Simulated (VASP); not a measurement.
# HfSi23O48 (a cell with a defect) in VASP: single point with PBEsol

Aim: the single point of HfSi23O48 (a cell with a defect) with PBEsol.

Program: VASP 6.6.1. These are calculated values, not measurements. Logs are shortened: lines on timing, memory, paths and dates and some standing lists are left out, and cuts for length are marked.

### Step 1. The cell of the first run

The cell holds a defect, 72 atoms: a = 9.902 Å, b = 9.902 Å, c = 10.886 Å, α = 90.00°, β = 90.00°, γ = 120.00°.

### Step 2. Single point, PBEsol

INCAR reads:

```
PREC = Accurate
ENCUT = 520
EDIFF = 1E-6
ISMEAR = -1
SIGMA = 0.05
LREAL = Auto
LASPH = T
NELM = 100
ALGO = Normal
ISIF = 2
LWAVE = F
LCHARG = F
GGA = PS
ISYM = 0
NBANDS = 237
```

KPOINTS reads:

```
Automatic mesh
0
Gamma
  1 1 1
  0.25 0.25 0.25
```

POSCAR reads:

```
HfSi23O48
1.0
    9.9016390000      0.0000000000      0.0000000000
   -4.9508190000      8.5750710000      0.0000000000
    0.0000000000      0.0000000000     10.8858800000
Si Hf O
23 1 48
Direct
    0.2361140000      0.0049790000      0.1694780000
    0.2308380000      0.9951510000      0.6773890000
    0.2309580000      0.4988300000      0.1666450000
    0.2313910000      0.5206860000      0.6740680000
    0.7234840000      0.9929720000      0.1651630000
    0.7373350000      0.9976800000      0.6680920000
    0.7432440000      0.4974030000      0.1596480000
    0.7316280000      0.4880680000      0.6626700000
    0.9958900000      0.2308460000      0.3228310000
    0.0055540000      0.2363770000      0.8303110000
    0.9978960000      0.7369710000      0.3320290000
    0.9927420000      0.7224480000      0.8347200000
    0.5206770000      0.2305110000      0.3256710000
    0.4988390000      0.2300620000      0.8332940000
    0.4888950000      0.7321140000      0.3371730000
    0.4976450000      0.7432060000      0.8403970000
    0.2710780000      0.2707880000      0.0000290000
    0.2628450000      0.7675520000      0.0029020000
    0.2601610000      0.7735260000      0.5040720000
    0.7682770000      0.2631220000      0.9967710000
    0.7735850000      0.2597170000      0.4956440000
    0.7586080000      0.7583210000      0.0000450000
    0.7554020000      0.7550670000      0.5001200000
    0.2829390000      0.2824420000      0.5003860000
    0.2128000000      0.1410570000      0.1085240000
    0.2012720000      0.1332110000      0.6325050000
    0.2090660000      0.6376600000      0.1104940000
    0.1956720000      0.6522280000      0.6195180000
    0.7001820000      0.1284270000      0.1020590000
    0.7112040000      0.1303750000      0.6042320000
    0.7026030000      0.6248510000      0.1050510000
    0.7005020000      0.6205690000      0.6043440000
    0.3695480000      0.0720390000      0.2760550000
    0.3633670000      0.0609500000      0.7845730000
    0.3533640000      0.5665340000      0.2813750000
    0.3526120000      0.5842290000      0.7879950000
    0.8532910000      0.0685530000      0.2725120000
    0.8740850000      0.0730330000      0.7708430000
    0.8718350000      0.5743640000      0.2681970000
    0.8592810000      0.5605500000      0.7733490000
    0.4752620000      0.3081880000      0.4367930000
    0.4323800000      0.2978380000      0.9388270000
    0.4200560000      0.7947900000      0.4447790000
    0.4310790000      0.8082130000      0.9473430000
    0.9400110000      0.2924940000      0.4410940000
    0.9293020000      0.2877410000      0.9393150000
    0.9165340000      0.7874270000      0.4372210000
    0.9187650000      0.7847140000      0.9383300000
    0.1335620000      0.2010720000      0.3683920000
    0.1412700000      0.2127900000      0.8916450000
    0.1309090000      0.7108970000      0.3953860000
    0.1281580000      0.6988820000      0.8976140000
    0.6523740000      0.1949610000      0.3801400000
    0.6382040000      0.2088720000      0.8892600000
    0.6214220000      0.7010850000      0.3955770000
    0.6250980000      0.7026640000      0.8951300000
    0.0620790000      0.3631660000      0.2155210000
    0.0728880000      0.3691880000      0.7232670000
    0.0728820000      0.8740190000      0.2294800000
    0.0685100000      0.8523590000      0.7274540000
    0.5843320000      0.3522880000      0.2120950000
    0.5660300000      0.3523740000      0.7184150000
    0.5614170000      0.8597020000      0.2264700000
    0.5746140000      0.8716580000      0.7317730000
    0.2988450000      0.4323540000      0.0612050000
    0.3096200000      0.4755030000      0.5631910000
    0.2865330000      0.9283060000      0.0601960000
    0.2922760000      0.9397130000      0.5586900000
    0.8082520000      0.4310520000      0.0525510000
    0.7943760000      0.4193780000      0.5550090000
    0.7856740000      0.9187460000      0.0617060000
    0.7882640000      0.9161440000      0.5633920000
```

Potentials or basis: VASP PAW PBE potentials, release 64 (Si, Hf_pv, O).

Command:

```sh
cat potpaw_PBE.64/Si/POTCAR potpaw_PBE.64/Hf_pv/POTCAR potpaw_PBE.64/O/POTCAR > POTCAR
mpirun -np 1 vasp_std > vasp.out
```

OUTCAR:

```text
PREC = Accurate
   ENCUT = 520
   EDIFF = 1E-6
   ISMEAR = -1
   LREAL = Auto
   LASPH = T
   NELM = 100
   ISIF = 2
   GGA = PS
   ISYM = 0

 ion  position               nearest neighbor table
   1  0.236  0.005  0.169-  67 1.62  25 1.62  59 1.62  33 1.63  11 3.08  18 3.08  13 3.09  17 3.09

   2  0.231  0.995  0.677-  26 1.61  60 1.61  34 1.63  68 1.64  19 3.02  14 3.03  12 3.07  24 3.26

   3  0.231  0.499  0.167-  27 1.62  57 1.62  65 1.63  35 1.63   9 3.03  15 3.07  17 3.07  18 3.08

   4  0.231  0.521  0.674-  66 1.61  36 1.62  28 1.62  58 1.63  19 3.01  16 3.05  10 3.09  24 3.26

   5  0.723  0.993  0.165-  37 1.62  29 1.62  71 1.62  63 1.63   9 3.07  20 3.09  22 3.09  15 3.09

   6  0.737  0.998  0.668-  72 1.62  30 1.62  64 1.62  38 1.62  21 3.07  10 3.08  16 3.09  23 3.09

   7  0.743  0.497  0.160-  61 1.61  31 1.62  39 1.62  69 1.62  20 3.03  13 3.05  22 3.05  11 3.09

   8  0.732  0.488  0.663-  32 1.62  70 1.63  40 1.63  62 1.63  14 3.07  21 3.09  23 3.09  12 3.09

   9  0.996  0.231  0.323-  49 1.61  37 1.61  57 1.63  45 1.64  21 3.02   3 3.03   5 3.07  24 3.26

  10  0.006  0.236  0.830-  50 1.62  46 1.62  38 1.62  58 1.63   6 3.08  20 3.08   4 3.09  17 3.09

  11  0.998  0.737  0.332-  47 1.62  51 1.62  39 1.62  59 1.62  19 3.07   1 3.08   7 3.09  23 3.09

  12  0.993  0.722  0.835-  60 1.62  52 1.62  48 1.62  40 1.63   2 3.07  18 3.08  22 3.09   8 3.09

  13  0.521  0.231  0.326-  41 1.61  61 1.62  53 1.62  33 1.63  21 3.01   7 3.05   1 3.09  24 3.26

  14  0.499  0.230  0.833-  54 1.62  34 1.62  42 1.63  62 1.63   2 3.03   8 3.07  17 3.07  20 3.09

  15  0.489  0.732  0.337-  55 1.62  43 1.63  63 1.63  35 1.63   3 3.07  19 3.09  23 3.09   5 3.09

  16  0.498  0.743  0.840-  36 1.61  56 1.62  64 1.62  44 1.62  18 3.03   4 3.05  22 3.05   6 3.09

  17  0.271  0.271  0.000-  50 1.62  25 1.62  65 1.62  42 1.62   3 3.07  14 3.07   1 3.09  10 3.09

  18  0.263  0.768  0.003-  67 1.61  27 1.62  44 1.62  52 1.63  16 3.03   1 3.08  12 3.08   3 3.08

  19  0.260  0.774  0.504-  51 1.62  43 1.62  68 1.62  28 1.63   4 3.01   2 3.02  11 3.07  15 3.09

  20  0.768  0.263  0.997-  46 1.61  54 1.62  69 1.62  29 1.63   7 3.03  10 3.08  14 3.09   5 3.09

  21  0.774  0.260  0.496-  30 1.62  70 1.62  45 1.62  53 1.63  13 3.01   9 3.02   6 3.07   8 3.09

  22  0.759  0.758  0.000-  71 1.62  48 1.62  56 1.62  31 1.62   7 3.05  16 3.05   5 3.09  12 3.09

  23  0.755  0.755  0.500-  72 1.61  47 1.61  55 1.62  32 1.62   8 3.09  15 3.09  11 3.09   6 3.09
[... 49 lines left out ...]
  71  0.786  0.919  0.062-  22 1.62   5 1.62
  72  0.788  0.916  0.563-  23 1.61   6 1.62

IMPORTANT INFORMATION: All symmetrisations will be switched off!
NOSYMM: (Re-)initialisation of all symmetry stuff for point group C_1.

----------------------------------------------------------------------------------------

                                     Primitive cell

  volume of cell :     924.2902

  direct lattice vectors                    reciprocal lattice vectors
     9.901639000  0.000000000  0.000000000     0.100993381  0.058308549  0.000000000
    -4.950819000  8.575071000  0.000000000     0.000000000  0.116617110  0.000000000
     0.000000000  0.000000000 10.885880000     0.000000000  0.000000000  0.091862119

  length of vectors
     9.901639000  9.901638825 10.885880000     0.116617108  0.116617110  0.091862119

  position of ions in fractional coordinates (direct lattice)
     0.236114000  0.004979000  0.169478000
     0.230838000  0.995151000  0.677389000
     0.230958000  0.498830000  0.166645000
     0.231391000  0.520686000  0.674068000
     0.723484000  0.992972000  0.165163000
     0.737335000  0.997680000  0.668092000
[... 64 lines left out ...]
     0.785674000  0.918746000  0.061706000
     0.788264000  0.916144000  0.563392000

  ion indices of the primitive-cell ions
   primitive index   ion index
                 1           1
                 2           2
                 3           3
                 4           4
                 5           5
                 6           6
[... 64 lines left out ...]
                71          71
                72          72

----------------------------------------------------------------------------------------

 KPOINTS: Automatic mesh

Automatic generation of k-mesh.
 Grid dimensions read from file:
 generate k-points for:    1    1    1

 Generating k-lattice:

  Cartesian coordinates                     Fractional coordinates (reciprocal lattice)
     0.100993381  0.058308549  0.000000000     1.000000000 -0.000000000  0.000000000
     0.000000000  0.116617110  0.000000000     0.000000000  1.000000000  0.000000000
     0.000000000  0.000000000  0.091862119     0.000000000  0.000000000  1.000000000

  Length of vectors
     0.116617108  0.116617110  0.091862119

  Shift w.r.t. Gamma in fractional coordinates (k-lattice)
     0.250000000  0.250000000  0.250000000

 Subroutine IBZKPT returns following result:
 ===========================================

 Found      6 irreducible k-points:

 Following reciprocal coordinates:
            Coordinates               Weight
  0.250000  0.250000  0.250000      2.000000
 -0.250000  0.500000  0.250000      2.000000
  0.500000  0.250000  0.250000      2.000000
 -0.250000 -0.250000  0.250000      2.000000
  0.250000  0.500000  0.250000      2.000000
  0.500000 -0.250000  0.250000      2.000000
   k-points           NKPTS =      6   k-points in BZ     NKDIM =      6   number of bands    NBANDS=    237
   number of dos      NEDOS =    301   number of ions     NIONS =     72
   total plane-waves  NPLWV = 537600
   dimension x,y,z NGX =    80 NGY =   80 NGZ =   84
   dimension x,y,z NGXF=   160 NGYF=  160 NGZF=  168
   ions per type =              23   1  48
   NGX,Y,Z   is equivalent  to a cutoff of  13.43, 13.43, 12.83 a.u.
   NGXF,Y,Z  is equivalent  to a cutoff of  26.86, 26.86, 25.66 a.u.
 SYSTEM =  unknown system
   PREC   = accura    normal or accurate (medium, high low for compatibility)
   ISTART =      0    job   : 0-new  1-cont  2-samecut
   ICHARG =      2    charge: 1-file 2-atom 10-const
   ISPIN  =      1    spin polarized calculation?
   LNONCOLLINEAR =      F non collinear calculations
   LSORBIT =      F    spin-orbit coupling
   LASPH  =      T    aspherical Exc in radial PAW
   ENCUT  =  520.0 eV  38.22 Ry    6.18 a.u.  18.41 18.41 20.24*2*pi/ulx,y,z
   NELM   =    100;   NELMIN=  2; NELMDL= -5     # of ELM steps
   EDIFF  = 0.1E-05   stopping-criterion for ELM
   LREAL  =      T    real-space projection
   EDIFFG = 0.1E-04   stopping-criterion for IOM
   NSW    =      0    number of steps for IOM
   IBRION =     -1    ionic relax: 0-MD 1-quasi-New 2-CG
   NFREE  =      0    steps in history (QN), initial steepest desc. (CG)
   ISIF   =      2    stress and relaxation
   ISYM   =      0    0-nonsym 1-usesym 2-fastsym
   POTIM  = 0.5000    time-step for ionic-motion
   TEBEG  =    0.0;   TEEND  =   0.0 temperature during run
   PSTRESS=    0.0 pullay stress
   NELECT =     390.0000    total number of electrons
   NUPDOWN=      -1.0000    fix difference up-down
   EMIN   =  10.00;   EMAX   =-10.00  energy-range for DOS
   EFERMI =   0.00;   METHOD = LEGACY
   ISMEAR =    -1;   SIGMA  =   0.05  broadening in eV -4-tet -1-fermi 0-gaus
   EFERMI_NEDOS =   21; number of points for ismear=-14 and -15
   IALGO  =     38    algorithm
   IMIX   =      4    mixing-type and parameters
     AMIX     =   0.40;   BMIX     =  1.00
     AMIX_MAG =   1.60;   BMIX_MAG =  1.00
  volume/ion in A,a.u.               =      12.84        86.63
  Fermi-wavevector in a.u.,A,eV,Ry     =   1.227892  2.320380 20.513767  1.507719
  Thomas-Fermi vector in A             =   2.362838
   LORBIT       =      0    0 simple, 1 ext, 2 COOP (PROOUT), +10 PAW based schemes
   GGA     = PS    functional components
   LHFCALC =     F    Hartree Fock is set to
   AEXX    =    0.0000 exact exchange contribution
   IVDW    =     0    specifies the selected vdW correction
   LEPSILON=     F    determine dielectric tensor
   LRPA    =     F    only Hartree local field effects (RPA)
 non-spin polarized calculation
  energy-cutoff  :      520.00
  volume of cell :      924.29
 maximum number of plane-waves:     24895
 NGX is ok and might be reduce to    80
   NGX = 37   NGY = 37   NGZ = 41

 number of electron     389.9999981 magnetization

 Free energy of the ion-electron system (eV)
  ---------------------------------------------------
  ext. energy  EPLUGINS =         0.00000000
  ---------------------------------------------------
  free energy    TOTEN  =      -597.67645542 eV

  energy without entropy =     -597.67645542  energy(sigma->0) =     -597.67645542

 E-fermi :   2.2062     XC(G=0):  -9.4075

 val. band max:        0.8417671000   @ k =   0.2500   0.5000   0.2500
 cond. band min:       7.3279442480   @ k =   0.2500   0.5000   0.2500
 fundamental gap:      6.4861771480
 Fermi energy:         2.2062182358

 k-point     1 :       0.2500    0.2500    0.2500
  band No.  band energies     occupation
      1     -27.4973      2.00000
      2     -27.4660      2.00000
      3     -27.4528      2.00000
      4     -18.2312      2.00000
      5     -18.0945      2.00000
      6     -18.0544      2.00000
[... 1249 lines left out ...]
    206       8.8627      0.00000
    207       9.2691      0.00000
 [bands above 207 left out]

------------------------ aborting loop because EDIFF is reached ----------------------------------------

  FORCE on cell =-STRESS in cart. coord.  units (eV):
  Direction    XX          YY          ZZ          XY          YZ          ZX
  --------------------------------------------------------------------------------------
  -------------------------------------------------------------------------------------
  Total        8.7053788      4.8517708      7.4141664     -3.3649235      0.2913445     -0.5235184
  in kB       15.0900230      8.4101261     12.8518177     -5.8328045      0.5050206     -0.9074740
  external PRESSURE =      12.1173223 kB  Pullay stress =       0.0000000 kB

 VOLUME and BASIS-vectors are now :
 -----------------------------------------------------------------------------
  energy-cutoff  :      520.00
  volume of cell :      924.29
      direct lattice vectors                 reciprocal lattice vectors
     9.901639000  0.000000000  0.000000000     0.100993381  0.058308549  0.000000000
    -4.950819000  8.575071000  0.000000000     0.000000000  0.116617110  0.000000000
     0.000000000  0.000000000 10.885880000     0.000000000  0.000000000  0.091862119

 POSITION                                       TOTAL-FORCE (eV/Angst)
 -----------------------------------------------------------------------------------
      2.31327      0.04270      1.84492        -0.023416      0.003009      0.015739
     -2.64114      8.53349      7.37398         0.002884     -0.028200      0.000063
     -0.18275      4.27750      1.81408        -0.013501     -0.000706      0.003414
     -0.28667      4.46492      7.33782        -0.037732     -0.022804      0.023552
      2.24765      8.51481      1.79794        -0.029201     -0.009715      0.005093
      2.36149      8.55518      7.27277        -0.008696     -0.001238     -0.001088
[... 64 lines left out ...]
      3.23092      7.87831      0.67172         0.002311      0.016150     -0.015406
      3.26944      7.85600      6.13302        -0.001770      0.017032     -0.011362
 -----------------------------------------------------------------------------------
    total drift:                                0.006286     -0.008279     -0.002896

  FREE ENERGIE OF THE ION-ELECTRON SYSTEM (eV)
  ---------------------------------------------------
  free  energy   TOTEN  =      -597.6764554151 eV

  energy  without entropy=     -597.6764554151  energy(sigma->0) =     -597.67645542
```

Run time: 61 min. Hardware: 1 thread of AMD EPYC 7R13 (Zen 3), shared host; peak memory 1.4 GiB.

Results:

* Free energy: -597.6765 eV
* Pressure: 1.2 GPa
* Largest force: 0.220 eV/Å
* Band gap on the k mesh: 6.49 eV

Forces on the atoms (eV/Å):
```
Si  -0.023  0.003  0.016
Si   0.003 -0.028  0.000
Si  -0.014 -0.001  0.003
Si  -0.038 -0.023  0.024
Si  -0.029 -0.010  0.005
Si  -0.009 -0.001 -0.001
Si  -0.012  0.003  0.010
Si  -0.014 -0.003 -0.003
Si  -0.025 -0.011 -0.008
Si   0.014 -0.019 -0.004
Si   0.000 -0.013 -0.003
Si   0.007 -0.030 -0.001
Si   0.001 -0.038 -0.028
Si   0.010 -0.009 -0.001
Si   0.007 -0.018  0.003
Si   0.012 -0.006  0.000
Si   0.009  0.010  0.004
Si  -0.005  0.013  0.008
Si   0.012  0.004 -0.009
Si   0.008  0.004  0.003
Si  -0.001  0.011  0.003
Si   0.012  0.018  0.004
Si   0.008  0.007 -0.002
Hf   0.004  0.006 -0.008
O   -0.017  0.011 -0.001
O   -0.063  0.164 -0.127
O   -0.018  0.017  0.002
O   -0.032  0.010  0.016
O   -0.023  0.014  0.007
O   -0.021  0.012  0.011
O   -0.023  0.010  0.014
O   -0.017  0.007  0.012
O    0.014 -0.012  0.017
O    0.008 -0.025  0.015
O    0.004 -0.022  0.015
O    0.000 -0.020  0.019
O    0.005 -0.016  0.018
O    0.008 -0.015  0.019
O    0.001 -0.019  0.007
O    0.006 -0.015  0.014
O   -0.165  0.014  0.120
O    0.019  0.015  0.008
O    0.011  0.011  0.009
O    0.018  0.017  0.013
O    0.034  0.016  0.016
O    0.017  0.006  0.011
O    0.010  0.006  0.013
O    0.013  0.009  0.011
O    0.177  0.028  0.127
O    0.018 -0.009 -0.003
O    0.021 -0.010 -0.006
O    0.020 -0.014 -0.010
O    0.030 -0.022 -0.013
O    0.019 -0.010 -0.005
O    0.017 -0.009 -0.010
O    0.017 -0.017 -0.019
O   -0.028 -0.005 -0.014
O   -0.019  0.007 -0.016
O   -0.016 -0.002 -0.020
O   -0.017  0.000 -0.017
O   -0.014 -0.007 -0.020
O   -0.018 -0.005 -0.016
O   -0.018 -0.001 -0.014
O   -0.019 -0.008 -0.006
O    0.003  0.023 -0.012
O    0.091 -0.131 -0.116
O    0.002  0.016 -0.017
O   -0.004  0.040 -0.011
O    0.008  0.022 -0.018
O    0.001  0.017 -0.007
O    0.002  0.016 -0.015
O   -0.002  0.017 -0.011
```

Levels at points of the mesh, in eV from the valence-band top:
```
           k point  band 192  band 193  band 194  band 195  band 196  band 197  band 198  band 199
(0.25, 0.25, 0.25)     -0.07     -0.04     -0.03     -0.01      6.50      6.84      6.91      7.17
```

Caveat: the PAW data sets were made with another functional, which shifts forces and pressure a little; spin-orbit coupling is left out, which moves the levels of the heavy elements.
